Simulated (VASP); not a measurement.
# Yb (Fm-3m) in VASP: further runs, part 2 of 2

VASP 6.6.1.

## 3. Single point, PBE, collinear spin, ferromagnetic start

INCAR reads:

```
SYSTEM = Yb
PREC = Accurate
ENCUT = 520
EDIFF = 1E-6
ISMEAR = -1
SIGMA = 0.05
LREAL = .FALSE.
LASPH = .TRUE.
NELM = 150
ALGO = Normal
ISIF = 2
LWAVE = .FALSE.
LCHARG = .FALSE.
ISPIN = 2
MAGMOM = 1.5
LORBIT = 11
NUPDOWN = 1.5
LMAXMIX = 6
GGA = PE
NBANDS = 22
```

KPOINTS reads:

```
Automatic mesh
0
G
  7 7 7
  0 0 0
```

POSCAR reads:

```
Yb
1.0
    0.0000000000      2.7431000000      2.7431000000
    2.7431000000      0.0000000000      2.7431000000
    2.7431000000      2.7431000000      0.0000000000
Yb
1
Direct
    0.0000000000      0.0000000000      0.0000000000
```

Potentials or basis: VASP PAW PBE potentials, release 64 (Yb).

Run with:

```bash
$ cat potpaw_PBE.64/Yb/POTCAR > POTCAR
$ mpirun -np 1 vasp_std > vasp.out
```

It took 1.7 min on 1 thread of Intel Xeon Platinum 8375C at 2.90GHz (Ice Lake), shared host; peak memory 0.21 GiB.

The run converged. Its results:

| Item | Value |
| --- | --- |
| Free energy | -3.0798 eV |
| Pressure | -2.7 GPa |
| Net moment | 1.50 μB per cell |
| Site moments | Yb +0.65 μB |
| Valence electrons inside the program's atomic spheres | Yb 21.98 |

Caveat: the total moment is fixed, so each spin has its own Fermi level.

## 4. Single point, PBE, collinear spin, ferromagnetic start

INCAR reads:

```
  ALGO = Normal
  EDIFF = 1E-6
  ENCUT = 520
  GGA = PE
  ISIF = 2
  ISMEAR = -1
  ISPIN = 2
  LASPH = T
  LCHARG = F
  LMAXMIX = 6
  LORBIT = 11
  LREAL = F
  LWAVE = F
  MAGMOM = 2
  NBANDS = 22
  NELM = 150
  NUPDOWN = 2.0
  PREC = Accurate
  SIGMA = 0.05
```

KPOINTS reads:

```
k-points
0
Gamma
  7 7 7
```

POSCAR is that of step 3.

Potentials or basis: VASP PAW PBE potentials, release 64 (Yb).

Run with:

```bash
$ cat potpaw_PBE.64/Yb/POTCAR > POTCAR
$ mpirun -np 1 vasp_std > vasp.out
```

OUTCAR:

```text
EDIFF = 1E-6
   ENCUT = 520
   GGA = PE
   ISIF = 2
   ISMEAR = -1
   ISPIN = 2
   LASPH = T
   LORBIT = 11
   LREAL = F
   NELM = 150
   NUPDOWN = 2.0
   PREC = Accurate

 ion  position               nearest neighbor table
   1  0.000  0.000  0.000-

  LATTYP: Found a face centered cubic cell.
 ALAT       =     5.4862000000

  Lattice vectors:

 A1 = (   0.0000000000,   2.7431000000,   2.7431000000)
 A2 = (   2.7431000000,   0.0000000000,   2.7431000000)
 A3 = (   2.7431000000,   2.7431000000,   0.0000000000)
[... 1199 lines left out ...]
  -------------------------------------------------------------------------------------
  Total       -0.6942180     -0.6942180     -0.6942180      0.0000000      0.0000000      0.0000000
  in kB      -26.9433466    -26.9433466    -26.9433466      0.0000000      0.0000000      0.0000000
  external PRESSURE =     -26.9433466 kB  Pullay stress =       0.0000000 kB

 VOLUME and BASIS-vectors are now :
 -----------------------------------------------------------------------------
  energy-cutoff  :      520.00
  volume of cell :       41.28
      direct lattice vectors                 reciprocal lattice vectors
     0.000000000  2.743100000  2.743100000    -0.182275528  0.182275528  0.182275528
     2.743100000  0.000000000  2.743100000     0.182275528 -0.182275528  0.182275528
     2.743100000  2.743100000  0.000000000     0.182275528  0.182275528 -0.182275528

 POSITION                                       TOTAL-FORCE (eV/Angst)
 -----------------------------------------------------------------------------------
      0.00000      0.00000      0.00000        -0.000000      0.000000      0.000000
 -----------------------------------------------------------------------------------
    total drift:                               -0.000000     -0.000000      0.000000

  FREE ENERGIE OF THE ION-ELECTRON SYSTEM (eV)
  ---------------------------------------------------
  free  energy   TOTEN  =        -2.7224478895 eV

  energy  without entropy=       -2.6455239130  energy(sigma->0) =       -2.68398590

 total charge

# of ion       s       p       d       f       tot
--------------------------------------------------
    1        2.173   5.978   0.340  13.458  21.948

 magnetization (x)

# of ion       s       p       d       f       tot
--------------------------------------------------
    1        0.048   0.125   0.312   0.404   0.889
```

OSZICAR:

```text
N       E                     dE             d eps       ncg     rms          rms(c)
DAV:   1     0.133361869083E+03    0.13336E+03   -0.81395E+03  2512   0.721E+03
DAV:   2     0.145031972423E+02   -0.11886E+03   -0.11347E+03  2480   0.742E+02
DAV:   3     0.334553523366E+00   -0.14169E+02   -0.13920E+02  2530   0.106E+02
[... 14 lines left out ...]
DAV:  18    -0.272244762326E+01   -0.20915E-04   -0.55771E-05  2766   0.326E-01    0.388E-02
DAV:  19    -0.272242436277E+01    0.23260E-04   -0.39915E-05  2720   0.285E-01    0.378E-02
DAV:  20    -0.272244663708E+01   -0.22274E-04   -0.25666E-05  2614   0.198E-01    0.128E-02
DAV:  21    -0.272244512813E+01    0.15090E-05   -0.20352E-06  1752   0.777E-02    0.139E-02
DAV:  22    -0.272244772837E+01   -0.26002E-05   -0.14587E-06  1602   0.388E-02    0.335E-03
DAV:  23    -0.272244788948E+01   -0.16111E-06   -0.27714E-07  1070   0.199E-02
   1 F= -.27224479E+01 E0= -.26839859E+01  d E =-.769240E-01  mag=     2.0000
```

It took 1.8 min on 1 thread of Intel Xeon Platinum 8375C at 2.90GHz (Ice Lake), shared host; peak memory 0.21 GiB.

Results:

```
Free energy                                           : -2.7224 eV
Pressure                                              : -2.7 GPa
Net moment                                            : 2.00 μB per cell
Site moments                                          : Yb +0.89 μB
Valence electrons inside the program's atomic spheres : Yb 21.95
```

Caveat: the total moment is fixed, so each spin has its own Fermi level. The state reached can hang on the start; a lower one may exist.

## 5. Overview

```csv
fixed moment (μB),pressure (GPa),moment (μB)
1.2,-2.4,1.20
1.5,-2.7,1.50
2.0,-2.7,2.00
```

Alike in all rows: task single point; level PBE; potentials or basis VASP PAW PBE potentials, release 64 (Yb); spin collinear, ferromagnetic start; cell as given; k mesh 7 × 7 × 7; cutoff (eV) 520; smearing fermi-dirac 0.05 eV.

Caveats: the total moment is fixed, so each spin has its own Fermi level.

Total energies depend on the potentials used, so only differences within one code and one set of settings carry meaning.
